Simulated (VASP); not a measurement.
# BAs (F-43m) in VASP: single point with PBEsol

Aim: the single point of BAs with PBEsol.

All numbers are computed with VASP 6.6.1; they aren't measurements. Logs are shortened: lines on timing, memory, paths and dates and some standing lists are left out, and cuts for length are marked.

**1. The cell of the first run**

The structure is cubic, space group F-43m (No. 216). Conventional cell: a = 4.784 Å, b = 4.784 Å, c = 4.784 Å, α = 90.00°, β = 90.00°, γ = 90.00°. B (site symmetry -43m) has 4 As at 2.07 Å within 2.7 Å. As (site symmetry -43m) has 4 B at 2.07 Å within 2.7 Å.

**2. Single point, PBEsol**

The input, INCAR:

```
SYSTEM = BAs
  PREC = Accurate
  ENCUT = 560
  EDIFF = 1E-6
  ISMEAR = -1
  SIGMA = 0.05
  LREAL = .False.
  LASPH = .True.
  NELM = 120
  ALGO = Normal
  ISIF = 2
  LWAVE = .False.
  LCHARG = .True.
  GGA = PS
  LELF = .True.
  LVHAR = .True.
  NBANDS = 16
  GGA_COMPAT = .False.
```

The input, KPOINTS:

```
regular mesh
0
Gamma
  6 6 6
  0 0 0
```

The input, POSCAR:

```
BAs
1.0
    0.0000000000      2.3918676038      2.3918676038
    2.3918676038      0.0000000000      2.3918676038
    2.3918676038      2.3918676038      0.0000000000
B As
1 1
Direct
    0.0000000000      0.0000000000      0.0000000000
    0.2500000000      0.2500000000      0.2500000000
```

Potentials or basis: VASP PAW PBE potentials, release 64 (B, As_d).

On the command line:

```
$ cat potpaw_PBE.64/B/POTCAR potpaw_PBE.64/As_d/POTCAR > POTCAR
$ mpirun -np 1 vasp_std > vasp.out
```

OUTCAR:

```text
SYSTEM = BAs
   PREC = Accurate
   ENCUT = 560
   EDIFF = 1E-6
   ISMEAR = -1
   LREAL = .False.
   LASPH = .True.
   NELM = 120
   ISIF = 2
   GGA = PS

 ion  position               nearest neighbor table
   1  0.000  0.000  0.000-   2 2.07   2 2.07   2 2.07   2 2.07
   2  0.250  0.250  0.250-   1 2.07   1 2.07   1 2.07   1 2.07

  LATTYP: Found a face centered cubic cell.
 ALAT       =     4.7837352076

  Lattice vectors:

 A1 = (   0.0000000000,   2.3918676038,   2.3918676038)
 A2 = (   2.3918676038,   0.0000000000,   2.3918676038)
 A3 = (   2.3918676038,   2.3918676038,   0.0000000000)

Analysis of symmetry for initial positions (statically):
=====================================================================
 Subroutine PRICEL returns:
 Original cell was already a primitive cell.

 Routine SETGRP: Setting up the symmetry group for a
 face centered cubic supercell.

 Subroutine GETGRP returns: Found 24 space group operations
 (whereof 24 operations were pure point group operations)
 out of a pool of 48 trial point group operations.

The static configuration has the point symmetry T_d .

Analysis of symmetry for dynamics (positions and initial velocities):
=====================================================================
 Subroutine PRICEL returns:
 Original cell was already a primitive cell.

 Routine SETGRP: Setting up the symmetry group for a
 face centered cubic supercell.

 Subroutine GETGRP returns: Found 24 space group operations
 (whereof 24 operations were pure point group operations)
 out of a pool of 48 trial point group operations.

The dynamic configuration has the point symmetry T_d .

 Subroutine INISYM returns: Found 24 space group operations
 (whereof 24 operations are pure point group operations),
 and found     1 'primitive' translations

----------------------------------------------------------------------------------------

                                     Primitive cell

  volume of cell :      27.3679

  direct lattice vectors                    reciprocal lattice vectors
     0.000000000  2.391867604  2.391867604    -0.209041671  0.209041671  0.209041671
     2.391867604  0.000000000  2.391867604     0.209041671 -0.209041671  0.209041671
     2.391867604  2.391867604  0.000000000     0.209041671  0.209041671 -0.209041671
[... 70 lines left out ...]
   LNONCOLLINEAR =      F non collinear calculations
   LSORBIT =      F    spin-orbit coupling
   LASPH  =      T    aspherical Exc in radial PAW
   ENCUT  =  560.0 eV  41.16 Ry    6.42 a.u.   6.53  6.53  6.53*2*pi/ulx,y,z
   NELM   =    120;   NELMIN=  2; NELMDL= -5     # of ELM steps
   EDIFF  = 0.1E-05   stopping-criterion for ELM
   LREAL  =      F    real-space projection
   EDIFFG = 0.1E-04   stopping-criterion for IOM
   NSW    =      0    number of steps for IOM
   IBRION =     -1    ionic relax: 0-MD 1-quasi-New 2-CG
   NFREE  =      0    steps in history (QN), initial steepest desc. (CG)
   ISIF   =      2    stress and relaxation
   ISYM   =      2    0-nonsym 1-usesym 2-fastsym
   POTIM  = 0.5000    time-step for ionic-motion
   TEBEG  =    0.0;   TEEND  =   0.0 temperature during run
   PSTRESS=    0.0 pullay stress
   NELECT =      18.0000    total number of electrons
   NUPDOWN=      -1.0000    fix difference up-down
   EMIN   =  10.00;   EMAX   =-10.00  energy-range for DOS
   EFERMI =   0.00;   METHOD = LEGACY
   ISMEAR =    -1;   SIGMA  =   0.05  broadening in eV -4-tet -1-fermi 0-gaus
   EFERMI_NEDOS =   21; number of points for ismear=-14 and -15
   IALGO  =     38    algorithm
   IMIX   =      4    mixing-type and parameters
     AMIX     =   0.40;   BMIX     =  1.00
     AMIX_MAG =   1.60;   BMIX_MAG =  1.00
  volume/ion in A,a.u.               =      13.68        92.34
  Fermi-wavevector in a.u.,A,eV,Ry     =   1.423700  2.690403 27.577950  2.026922
  Thomas-Fermi vector in A             =   2.544270
   LORBIT       =      0    0 simple, 1 ext, 2 COOP (PROOUT), +10 PAW based schemes
   GGA     = PS    functional components
   LHFCALC =     F    Hartree Fock is set to
   AEXX    =    0.0000 exact exchange contribution
   IVDW    =     0    specifies the selected vdW correction
   LEPSILON=     F    determine dielectric tensor
   LRPA    =     F    only Hartree local field effects (RPA)
 non-spin polarized calculation
  energy-cutoff  :      560.00
  volume of cell :       27.37
 maximum number of plane-waves:       869
 NGX is ok and might be reduce to    28
   NGX = 13   NGY = 13   NGZ = 13

 number of electron      18.0000010 magnetization

 Free energy of the ion-electron system (eV)
  ---------------------------------------------------
  ext. energy  EPLUGINS =         0.00000000
  ---------------------------------------------------
  free energy    TOTEN  =       -12.23135672 eV

  energy without entropy =      -12.23135637  energy(sigma->0) =      -12.23135655

 E-fermi :   5.2582     XC(G=0): -11.2996

 val. band max:        4.6807521447   @ k =   0.0000   0.0000   0.0000
 cond. band min:       5.8730224033   @ k =   0.3333   0.3333   0.0000
 fundamental gap:      1.1922702586
 Fermi energy:         5.2581673422

 k-point     1 :       0.0000    0.0000    0.0000
  band No.  band energies     occupation
      1     -31.0253      2.00000
      2     -31.0253      2.00000
      3     -31.0253      2.00000
      4     -31.0017      2.00000
      5     -31.0017      2.00000
      6     -10.7184      2.00000
[... 281 lines left out ...]
      3     -31.0095      2.00000
      4     -31.0054      2.00000
      5     -30.9976      2.00000
      6      -6.4378      2.00000
[... 8 lines left out ...]
     15      20.2519      0.00000
     16      20.6266      0.00000

------------------------ aborting loop because EDIFF is reached ----------------------------------------

  FORCE on cell =-STRESS in cart. coord.  units (eV):
  Direction    XX          YY          ZZ          XY          YZ          ZX
  --------------------------------------------------------------------------------------
  -------------------------------------------------------------------------------------
  Total       -0.2578200     -0.2578200     -0.2578200     -0.0000000      0.0000000     -0.0000000
  in kB      -15.0933528    -15.0933528    -15.0933528     -0.0000000      0.0000000     -0.0000000
  external PRESSURE =     -15.0933528 kB  Pullay stress =       0.0000000 kB

 VOLUME and BASIS-vectors are now :
 -----------------------------------------------------------------------------
  energy-cutoff  :      560.00
  volume of cell :       27.37
      direct lattice vectors                 reciprocal lattice vectors
     0.000000000  2.391867604  2.391867604    -0.209041671  0.209041671  0.209041671
     2.391867604  0.000000000  2.391867604     0.209041671 -0.209041671  0.209041671
     2.391867604  2.391867604  0.000000000     0.209041671  0.209041671 -0.209041671

 POSITION                                       TOTAL-FORCE (eV/Angst)
 -----------------------------------------------------------------------------------
      0.00000      0.00000      0.00000         0.000000      0.000000      0.000000
      1.19593      1.19593      1.19593        -0.000000     -0.000000     -0.000000
 -----------------------------------------------------------------------------------
    total drift:                                0.000001      0.000001      0.000001

  FREE ENERGIE OF THE ION-ELECTRON SYSTEM (eV)
  ---------------------------------------------------
  free  energy   TOTEN  =       -12.2313567227 eV

  energy  without entropy=      -12.2313563742  energy(sigma->0) =      -12.23135655
```

OSZICAR:

```text
N       E                     dE             d eps       ncg     rms          rms(c)
DAV:   1     0.866489995169E+02    0.86649E+02   -0.86989E+03   600   0.556E+03
DAV:   2    -0.367511122937E+01   -0.90324E+02   -0.84881E+02   544   0.616E+02
DAV:   3    -0.126615894309E+02   -0.89865E+01   -0.89356E+01   568   0.893E+01
DAV:   4    -0.128607598805E+02   -0.19917E+00   -0.19914E+00   656   0.141E+01
DAV:   5    -0.128631527646E+02   -0.23929E-02   -0.23929E-02   584   0.189E+00    0.533E+00
DAV:   6    -0.123128618235E+02    0.55029E+00   -0.71252E-01   640   0.638E+00    0.264E+00
DAV:   7    -0.122408365068E+02    0.72025E-01   -0.13263E-01   664   0.226E+00    0.976E-01
DAV:   8    -0.122312934262E+02    0.95431E-02   -0.14789E-02   680   0.165E+00    0.991E-02
DAV:   9    -0.122313165689E+02   -0.23143E-04   -0.84009E-04   648   0.563E-01    0.406E-02
DAV:  10    -0.122313536992E+02   -0.37130E-04   -0.13861E-04   648   0.266E-01    0.148E-02
DAV:  11    -0.122313565483E+02   -0.28490E-05   -0.12561E-05   720   0.711E-02    0.519E-03
DAV:  12    -0.122313567227E+02   -0.17445E-06   -0.13019E-06   552   0.258E-02
   1 F= -.12231357E+02 E0= -.12231357E+02  d E =-.348535E-06
```

stdout:

```text
POSCAR found type information on POSCAR B As
 POSCAR found :  2 types and       2 ions
 scaLAPACK will be used
 -----------------------------------------------------------------------------
|                                                                             |
|                                                                             |
|     You enforced a specific xc type in the INCAR file but a different       |
|     I HOPE YOU KNOW WHAT YOU ARE DOING!                                     |
|                                                                             |
 -----------------------------------------------------------------------------

 LDA part: xc-table for (Slater+PW92), standard interpolation
 POSCAR, INCAR and KPOINTS ok, starting setup
 FFT: planning ... GRIDC
 FFT: planning ... GRID_SOFT
 FFT: planning ... GRID
 WAVECAR not read
 entering main loop
```

It took 9.5 s on 1 thread of Intel Xeon Platinum 8259CL at 2.50GHz (Skylake/Cascade Lake), shared host; peak memory 0.15 GiB.

What came out:

```yaml
Free_energy: -12.2314 eV
Pressure: -1.5 GPa
Band_gap_on_the_k_mesh: 1.19 eV (least direct gap 3.24 eV)
```

Levels at points of the mesh, in eV from the valence-band top:
```tsv
k point	band 6	band 7	band 8	band 9	band 10	band 11	band 12	band 13
(0.00, 0.00, 0.00)	-15.40	0.00	0.00	0.00	3.24	3.24	3.24	4.62
(0.50, 0.00, 0.00)	-12.53	-8.79	-1.82	-1.82	2.63	4.73	4.73	8.72
(0.50, 0.50, 0.00)	-11.24	-8.49	-4.08	-4.08	1.32	1.35	11.34	11.34
```

Caveat: the PAW data sets were made with another functional, which shifts forces and pressure a little. A k mesh can miss the band edges.
